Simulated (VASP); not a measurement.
# LiCl (Fm-3m) in VASP: settings compared, part 2 of 2

VASP 6.6.1.

## (3) Single point, PBE-based screened hybrid with 15 % exact exchange

Contents of POSCAR:

```
LiCl
1.0
    0.0000000000      2.5647700000      2.5647700000
    2.5647700000      0.0000000000      2.5647700000
    2.5647700000      2.5647700000      0.0000000000
Cl Li
1 1
Direct
    0.5000000000      0.5000000000      0.5000000000
    0.0000000000      0.0000000000      0.0000000000
```

Contents of INCAR.step1:

```
  PREC = Accurate
  ENCUT = 520
  EDIFF = 1E-5
  ISMEAR = -1
  SIGMA = 0.05
  LREAL = F
  LASPH = T
  NELM = 80
  ALGO = Normal
  ISIF = 2
  LWAVE = T
  NBANDS = 12
  GGA = PE
```

Contents of INCAR.step2:

```
  PREC = Accurate
  ENCUT = 520
  EDIFF = 1E-6
  ISMEAR = -1
  SIGMA = 0.05
  LREAL = F
  LASPH = T
  NELM = 80
  ALGO = Normal
  ISIF = 2
  LWAVE = F
  LCHARG = T
  GGA = PE
  LHFCALC = T
  AEXX = 0.15
  HFSCREEN = 0.2078699
  PRECFOCK = Normal
  LELF = T
  LVHAR = T
  NBANDS = 12
  ISTART = 1
```

Contents of KPOINTS:

```
Automatic mesh
0
Gamma
  5 5 5
```

Potentials or basis: VASP PAW PBE potentials, release 64 (Cl, Li_sv).

On the command line:

```
cat potpaw_PBE.64/Cl/POTCAR potpaw_PBE.64/Li_sv/POTCAR > POTCAR
cp INCAR.step1 INCAR
mpirun -np 1 vasp_std > vasp.out
cp INCAR.step2 INCAR
mpirun -np 1 vasp_std > vasp.out
```

OUTCAR:

```text
PREC = Accurate
   ENCUT = 520
   EDIFF = 1E-6
   ISMEAR = -1
   LREAL = F
   LASPH = T
   NELM = 80
   ISIF = 2
   GGA = PE
   LHFCALC = T
   AEXX = 0.15
   HFSCREEN = 0.2078699
   PRECFOCK = Normal
   ISTART = 1

 ion  position               nearest neighbor table
   1  0.500  0.500  0.500-   2 2.56   2 2.56   2 2.56   2 2.56   2 2.56   2 2.56
   2  0.000  0.000  0.000-   1 2.56   1 2.56   1 2.56   1 2.56   1 2.56   1 2.56

[... 330 lines left out ...]
     12      19.9095      0.00000

------------------------ aborting loop because EDIFF is reached ----------------------------------------

  FORCE on cell =-STRESS in cart. coord.  units (eV):
  Direction    XX          YY          ZZ          XY          YZ          ZX
  --------------------------------------------------------------------------------------
  -------------------------------------------------------------------------------------
  Total       -0.0186156     -0.0186156     -0.0186156     -0.0000000     -0.0000000      0.0000000
  in kB       -0.8839180     -0.8839180     -0.8839180     -0.0000000     -0.0000000      0.0000000
  external PRESSURE =      -0.8839180 kB  Pullay stress =       0.0000000 kB

 VOLUME and BASIS-vectors are now :
 -----------------------------------------------------------------------------
  energy-cutoff  :      520.00
  volume of cell :       33.74
      direct lattice vectors                 reciprocal lattice vectors
     0.000000000  2.564770000  2.564770000    -0.194949255  0.194949255  0.194949255
     2.564770000  0.000000000  2.564770000     0.194949255 -0.194949255  0.194949255
     2.564770000  2.564770000  0.000000000     0.194949255  0.194949255 -0.194949255

 POSITION                                       TOTAL-FORCE (eV/Angst)
 -----------------------------------------------------------------------------------
      2.56477      2.56477      2.56477        -0.000000     -0.000000     -0.000000
      0.00000      0.00000      0.00000         0.000000      0.000000      0.000000
 -----------------------------------------------------------------------------------
    total drift:                                0.000000      0.000000     -0.000000

  FREE ENERGIE OF THE ION-ELECTRON SYSTEM (eV)
  ---------------------------------------------------
  free  energy   TOTEN  =        -8.0251912791 eV

  energy  without entropy=       -8.0251912791  energy(sigma->0) =       -8.02519128
```

OUTCAR.step1:

```text
PREC = Accurate
   ENCUT = 520
   EDIFF = 1E-5
   ISMEAR = -1
   LREAL = F
[... 354 lines left out ...]
      2.56477      2.56477      2.56477        -0.000000      0.000000      0.000000
      0.00000      0.00000      0.00000         0.000000     -0.000000     -0.000000
 -----------------------------------------------------------------------------------
    total drift:                                0.000000      0.000000      0.000000

  FREE ENERGIE OF THE ION-ELECTRON SYSTEM (eV)
  ---------------------------------------------------
  free  energy   TOTEN  =        -7.3848108932 eV

  energy  without entropy=       -7.3848108932  energy(sigma->0) =       -7.38481089
```

OSZICAR.step1:

```text
N       E                     dE             d eps       ncg     rms          rms(c)
DAV:   1     0.396766204777E+02    0.39677E+02   -0.39735E+03   240   0.774E+02
DAV:   2    -0.501798222946E+01   -0.44695E+02   -0.42548E+02   292   0.139E+02
DAV:   3    -0.737250818089E+01   -0.23545E+01   -0.23443E+01   316   0.331E+01
DAV:   4    -0.744911434826E+01   -0.76606E-01   -0.76588E-01   340   0.605E+00
DAV:   5    -0.744977358693E+01   -0.65924E-03   -0.65923E-03   312   0.537E-01    0.238E+00
DAV:   6    -0.737880369508E+01    0.70970E-01   -0.15297E-01   292   0.183E+00    0.170E+00
DAV:   7    -0.738060641462E+01   -0.18027E-02   -0.49696E-02   360   0.117E+00    0.927E-01
DAV:   8    -0.738479389323E+01   -0.41875E-02   -0.64140E-03   292   0.548E-01    0.155E-01
DAV:   9    -0.738475540539E+01    0.38488E-04   -0.19756E-04   280   0.983E-02    0.548E-02
DAV:  10    -0.738480317436E+01   -0.47769E-04   -0.12122E-04   276   0.741E-02    0.507E-02
DAV:  11    -0.738481089317E+01   -0.77188E-05   -0.12869E-05   268   0.229E-02
   1 F= -.73848109E+01 E0= -.73848109E+01  d E =-.321429E-11
```

It took 6.2 min on 1 thread of Intel Xeon 8259CL, shared host; peak memory 0.26 GiB.

Results:

| Quantity | Value |
| --- | --- |
| Free energy | -8.0252 eV |
| Band gap on the k mesh | 7.17 eV |

Levels at points of the mesh, in eV from the valence-band top:
```csv
k point,band 3,band 4,band 5,band 6,band 7,band 8
"(0.00, 0.00, 0.00)",0.00,0.00,0.00,7.17,12.85,12.85
```

Caveat: the k points lie up to 0.42 Å⁻¹ apart; the cutoff is under 1.25 times the usual one of these potentials, so pressure, stress and relaxed cells hold a basis-set (Pulay) error; the PAW data sets were made with another functional, which shifts forces and pressure a little.

## (4) Single point, PBE-based screened hybrid with 25 % exact exchange

POSCAR is that of step 3.

Contents of INCAR.step1:

```
SYSTEM = LiCl
PREC = Accurate ; ENCUT = 520
EDIFF = 1E-5 ; ISMEAR = -1
SIGMA = 0.05 ; LREAL = .False.
LASPH = .True. ; NELM = 60
ALGO = Normal ; ISIF = 2
LWAVE = .True. ; LCHARG = .False.
NBANDS = 12 ; GGA = PE
```

Contents of INCAR.step2:

```
SYSTEM = LiCl
PREC = Accurate ; ENCUT = 520
EDIFF = 1E-6 ; ISMEAR = -1
SIGMA = 0.05 ; LREAL = .False.
LASPH = .True. ; NELM = 60
ALGO = Normal ; ISIF = 2
LWAVE = .False. ; LCHARG = .False.
GGA = PE ; LHFCALC = .True.
AEXX = 0.25 ; HFSCREEN = 0.2078699
PRECFOCK = Normal ; NBANDS = 12
ISTART = 1
```

Contents of KPOINTS:

```
Automatic mesh
0
Gamma
  5 5 5
  0 0 0
```

On the command line:

```
cat potpaw_PBE.64/Cl/POTCAR potpaw_PBE.64/Li_sv/POTCAR > POTCAR
cp INCAR.step1 INCAR
mpirun -np 1 vasp_std > vasp.out
cp INCAR.step2 INCAR
mpirun -np 1 vasp_std > vasp.out
```

It took 7 min on 1 thread of Intel Xeon 8259CL, shared host; peak memory 0.26 GiB.

It converged, with:

- Free energy: -8.4586 eV
- Band gap on the k mesh: 7.73 eV

Levels at points of the mesh, in eV from the valence-band top:
| k point | band 2 | band 3 | band 4 | band 5 | band 6 | band 7 | band 8 | band 9 |
| --- | --- | --- | --- | --- | --- | --- | --- | --- |
| (0.00, 0.00, 0.00) | -14.66 | 0.00 | 0.00 | 0.00 | 7.73 | 13.46 | 13.46 | 13.46 |

Caveat: the k points lie up to 0.42 Å⁻¹ apart; the cutoff is under 1.25 times the usual one of these potentials, so pressure, stress and relaxed cells hold a basis-set (Pulay) error; the PAW data sets were made with another functional, which shifts forces and pressure a little.

## (5) Single point, PBE-based screened hybrid with 35 % exact exchange

POSCAR is that of step 4.

Contents of INCAR.step1:

```
SYSTEM = LiCl
  PREC = Accurate
  ENCUT = 520
  EDIFF = 1E-5
  ISMEAR = -1
  SIGMA = 0.05
  LREAL = .False.
  LASPH = .True.
  NELM = 60
  ALGO = Normal
  ISIF = 2
  LWAVE = .True.
  LCHARG = .False.
  GGA = PE
  NBANDS = 12
```

Contents of INCAR.step2:

```
SYSTEM = LiCl
  PREC = Accurate
  ENCUT = 520
  EDIFF = 1E-6
  ISMEAR = -1
  SIGMA = 0.05
  LREAL = .False.
  LASPH = .True.
  NELM = 60
  ALGO = Normal
  ISIF = 2
  LWAVE = .False.
  LCHARG = .False.
  GGA = PE
  LHFCALC = .True.
  AEXX = 0.35
  HFSCREEN = 0.2078699
  PRECFOCK = Normal
  ISTART = 1
  NBANDS = 12
```

KPOINTS is that of step 4.

On the command line:

```
cat potpaw_PBE.64/Cl/POTCAR potpaw_PBE.64/Li_sv/POTCAR > POTCAR
cp INCAR.step1 INCAR
mpirun -np 1 vasp_std > vasp.out
cp INCAR.step2 INCAR
mpirun -np 1 vasp_std > vasp.out
```

Wall time 8.3 min (1 thread of Intel Xeon 8259CL, shared host); peak memory 0.26 GiB.

It converged, with:

| Quantity | Value |
| --- | --- |
| Free energy | -8.8968 eV |
| Band gap on the k mesh | 8.30 eV |

Levels at points of the mesh, in eV from the valence-band top:
| k point | band 2 | band 3 | band 4 | band 5 | band 6 | band 7 | band 8 | band 9 |
| --- | --- | --- | --- | --- | --- | --- | --- | --- |
| (0.00, 0.00, 0.00) | -15.16 | 0.00 | 0.00 | 0.00 | 8.30 | 14.08 | 14.08 | 14.08 |

Caveat: the k points lie up to 0.42 Å⁻¹ apart; the cutoff is under 1.25 times the usual one of these potentials, so pressure, stress and relaxed cells hold a basis-set (Pulay) error; the PAW data sets were made with another functional, which shifts forces and pressure a little.

## (6) Overview

```tsv
level	share of exact exchange	gap on the mesh (eV)
PBE-based screened hybrid with 10 % exact exchange	0.1	6.89
PBE-based screened hybrid with 15 % exact exchange	0.15	7.17
PBE-based screened hybrid with 25 % exact exchange	0.25	7.73
PBE-based screened hybrid with 35 % exact exchange	0.35	8.30
```

Alike in all rows: task single point; potentials or basis VASP PAW PBE potentials, release 64 (Cl, Li_sv); no spin polarisation; cell as given; k mesh 5 × 5 × 5; cutoff (eV) 520; smearing fermi-dirac 0.05 eV.

Caveats: all runs use coarse meshes; the cutoff is under 1.25 times the usual one of these potentials, so pressure, stress and relaxed cells hold a basis-set (Pulay) error; the PAW data sets were made with another functional, which shifts forces and pressure a little.

Total energies depend on the potentials used, so only differences within one code and one set of settings carry meaning.
